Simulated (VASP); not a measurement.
# CdSe (P6_3mc) in VASP: a series of runs, part 2 of 2

VASP 6.6.1. Earlier steps stand in the parts before.

## 3. Single point, r2SCAN (strain +0.050 along x and y, +0.050 along z)

Contents of POSCAR:

```
CdSe
1.0
    4.5134249099      0.0000000000      0.0000000000
   -2.2567124550      3.9087406301      0.0000000000
    0.0000000000      0.0000000000      7.3659600000
Cd Se
2 2
Direct
    0.6666666667      0.3333333333      0.0000000000
    0.3333333333      0.6666666667      0.5000000000
    0.6666666667      0.3333333333      0.3750000000
    0.3333333333      0.6666666667      0.8750000000
```

Contents of INCAR.step1:

```
SYSTEM = CdSe
PREC     = Accurate       ! precision mode
ENCUT    = 520            ! plane-wave cutoff, eV
ISMEAR   = 0              ! smearing method
SIGMA    = 0.05           ! smearing width, eV
LREAL    = .FALSE.        ! projectors in reciprocal space
LASPH    = .TRUE.         ! aspherical terms in the spheres
NELM     = 100            ! most SCF steps
NBANDS   = 26             ! bands
GGA      = PE             ! functional
ALGO     = Normal         ! electronic algorithm
EDIFF    = 1E-4           ! SCF threshold, eV
LWAVE    = .TRUE.         ! write WAVECAR
LCHARG   = .FALSE.        ! write CHGCAR
```

Contents of INCAR.step2:

```
SYSTEM = CdSe
PREC     = Accurate       ! precision mode
ENCUT    = 520            ! plane-wave cutoff, eV
EDIFF    = 1E-7           ! SCF threshold, eV
ISMEAR   = 0              ! smearing method
SIGMA    = 0.05           ! smearing width, eV
LREAL    = .FALSE.        ! projectors in reciprocal space
LASPH    = .TRUE.         ! aspherical terms in the spheres
NELM     = 100            ! most SCF steps
ALGO     = Normal         ! electronic algorithm
ISIF     = 2              ! what is computed and relaxed
LWAVE    = .FALSE.        ! write WAVECAR
LCHARG   = .TRUE.         ! write CHGCAR
METAGGA  = R2SCAN         ! meta-GGA
LMIXTAU  = .TRUE.       
LELF     = .TRUE.         ! ELF
LVHAR    = .TRUE.       
NBANDS   = 26             ! bands
ISTART   = 1
```

Contents of KPOINTS:

```
Automatic mesh
0
G
  6 6 4
  0 0 0
```

Potentials or basis: VASP PAW PBE potentials, release 64 (Cd, Se).

Run with:

```
$ cat potpaw_PBE.64/Cd/POTCAR potpaw_PBE.64/Se/POTCAR > POTCAR
$ cp INCAR.step1 INCAR
$ mpirun -np 1 vasp_std > vasp.out
$ cp INCAR.step2 INCAR
$ mpirun -np 1 vasp_std > vasp.out
```

OUTCAR:

```text
SYSTEM = CdSe
   PREC = Accurate
   ENCUT = 520
   EDIFF = 1E-7
   ISMEAR = 0
   LREAL = .FALSE.
   LASPH = .TRUE.
   NELM = 100
   ISIF = 2
   METAGGA = R2SCAN
   ISTART = 1

 ion  position               nearest neighbor table
   1  0.667  0.333  0.000-   3 2.76   4 2.76   4 2.76   4 2.76
   2  0.333  0.667  0.500-   4 2.76   3 2.76   3 2.76   3 2.76
   3  0.667  0.333  0.375-   1 2.76   2 2.76   2 2.76   2 2.76
   4  0.333  0.667  0.875-   2 2.76   1 2.76   1 2.76   1 2.76

  LATTYP: Found a hexagonal cell.
 ALAT       =     4.5134249099
 C/A-ratio  =     1.6320111993

  Lattice vectors:

 A1 = (   4.5134249099,   0.0000000000,   0.0000000000)
 A2 = (  -2.2567124550,   3.9087406301,   0.0000000000)
 A3 = (   0.0000000000,   0.0000000000,   7.3659600000)

Analysis of symmetry for initial positions (statically):
=====================================================================
 Subroutine PRICEL returns:
 Original cell was already a primitive cell.

 Routine SETGRP: Setting up the symmetry group for a
 hexagonal supercell.

 Subroutine GETGRP returns: Found 12 space group operations
 (whereof  6 operations were pure point group operations)
 out of a pool of 24 trial point group operations.

The static configuration has the point symmetry C_3v.
 The point group associated with its full space group is C_6v.

Analysis of symmetry for dynamics (positions and initial velocities):
=====================================================================
 Subroutine PRICEL returns:
 Original cell was already a primitive cell.

 Routine SETGRP: Setting up the symmetry group for a
 hexagonal supercell.

 Subroutine GETGRP returns: Found 12 space group operations
 (whereof  6 operations were pure point group operations)
 out of a pool of 24 trial point group operations.

The dynamic configuration has the point symmetry C_3v.
 The point group associated with its full space group is C_6v.

 Subroutine INISYM returns: Found 12 space group operations
 (whereof  6 operations are pure point group operations),
 and found     1 'primitive' translations

[... 115 lines left out ...]
  volume/ion in A,a.u.               =      32.49       219.23
  Fermi-wavevector in a.u.,A,eV,Ry     =   1.067214  2.016742 15.496298  1.138946
  Thomas-Fermi vector in A             =   2.202823
   LORBIT       =      0    0 simple, 1 ext, 2 COOP (PROOUT), +10 PAW based schemes
   METAGGA = R2SCAN    functional components
   LHFCALC =     F    Hartree Fock is set to
   AEXX    =    0.0000 exact exchange contribution
   IVDW    =     0    specifies the selected vdW correction
   LEPSILON=     F    determine dielectric tensor
   LRPA    =     F    only Hartree local field effects (RPA)
 non-spin polarized calculation
 Gauss-broadening in eV      SIGMA  =   0.05
  energy-cutoff  :      520.00
  volume of cell :      129.95
 maximum number of plane-waves:      3544
 NGX is ok and might be reduce to    36
   NGX = 17   NGY = 17   NGZ = 27

 number of electron      35.9999999 magnetization

 Free energy of the ion-electron system (eV)
  ---------------------------------------------------
  ext. energy  EPLUGINS =         0.00000000
  ---------------------------------------------------
  free energy    TOTEN  =       -71.61327296 eV

  energy without entropy =      -71.61327296  energy(sigma->0) =      -71.61327296

 E-fermi :  -0.1087     XC(G=0):  -8.7492

 val. band max:       -0.3868215461   @ k =   0.0000   0.0000   0.0000
 cond. band min:       0.4175263885   @ k =   0.0000   0.0000   0.0000
 fundamental gap:      0.8043479346
 Fermi energy:        -0.1086542314

 k-point     1 :       0.0000    0.0000    0.0000
  band No.  band energies     occupation
      1     -12.6849      2.00000
      2     -12.4152      2.00000
      3      -8.1958      2.00000
      4      -8.1877      2.00000
      5      -8.1877      2.00000
      6      -8.1394      2.00000
[... 598 lines left out ...]
     25       8.5054      0.00000
     26       8.5054      0.00000

------------------------ aborting loop because EDIFF is reached ----------------------------------------

  FORCE on cell =-STRESS in cart. coord.  units (eV):
  Direction    XX          YY          ZZ          XY          YZ          ZX
  --------------------------------------------------------------------------------------
  -------------------------------------------------------------------------------------
  Total       -3.6477402     -3.6477402     -3.6428477      0.0000000      0.0000000      0.0000000
  in kB      -44.9740550    -44.9740550    -44.9137349      0.0000000      0.0000000      0.0000000
  external PRESSURE =     -44.9539483 kB  Pullay stress =       0.0000000 kB

 VOLUME and BASIS-vectors are now :
 -----------------------------------------------------------------------------
  energy-cutoff  :      520.00
  volume of cell :      129.95
      direct lattice vectors                 reciprocal lattice vectors
     4.513424910  0.000000000  0.000000000     0.221561236  0.127918439  0.000000000
    -2.256712455  3.908740630  0.000000000     0.000000000  0.255836878  0.000000000
     0.000000000  0.000000000  7.365960000     0.000000000  0.000000000  0.135759629

 POSITION                                       TOTAL-FORCE (eV/Angst)
 -----------------------------------------------------------------------------------
      2.25671      1.30291      0.00000         0.000000     -0.000000     -0.023928
     -0.00000      2.60583      3.68298        -0.000000      0.000000     -0.023928
      2.25671      1.30291      2.76223        -0.000000     -0.000000      0.023928
     -0.00000      2.60583      6.44522        -0.000000      0.000000      0.023928
 -----------------------------------------------------------------------------------
    total drift:                                0.000000     -0.000000      0.002358

  FREE ENERGIE OF THE ION-ELECTRON SYSTEM (eV)
  ---------------------------------------------------
  free  energy   TOTEN  =       -71.6132729556 eV

  energy  without entropy=      -71.6132729556  energy(sigma->0) =      -71.61327296
```

It took 5.4 min on 1 thread of Intel Xeon 8259CL, shared host; peak memory 0.32 GiB.

Results:

| Item | Value |
| --- | --- |
| Free energy | -71.6133 eV |
| Pressure | -4.5 GPa |
| Largest force | 0.024 eV/Å |
| Band gap on the k mesh | 0.80 eV |

Forces on the atoms (eV/Å):
```
Cd   0.000  0.000 -0.024
Cd   0.000  0.000 -0.024
Se   0.000  0.000  0.024
Se   0.000  0.000  0.024
```

Levels at points of the mesh, in eV from the valence-band top:
| k point | band 15 | band 16 | band 17 | band 18 | band 19 | band 20 | band 21 | band 22 |
| --- | --- | --- | --- | --- | --- | --- | --- | --- |
| (0.00, 0.00, 0.00) | -0.59 | -0.04 | 0.00 | 0.00 | 0.80 | 2.48 | 6.33 | 6.33 |
| (0.50, 0.00, 0.00) | -2.11 | -1.44 | -1.03 | -0.58 | 3.32 | 3.65 | 5.09 | 6.08 |
| (0.00, 0.00, 0.50) | -0.31 | -0.31 | -0.31 | -0.31 | 2.50 | 2.50 | 6.05 | 6.05 |
| (0.50, 0.00, 0.50) | -1.07 | -1.07 | -1.04 | -1.04 | 3.20 | 3.20 | 5.19 | 5.19 |

Caveat: the cell differs from its parent crystal (strain +0.050 along x and y, +0.050 along z); the cell stands under tension; the PAW data sets were made with another functional, which shifts forces and pressure a little.
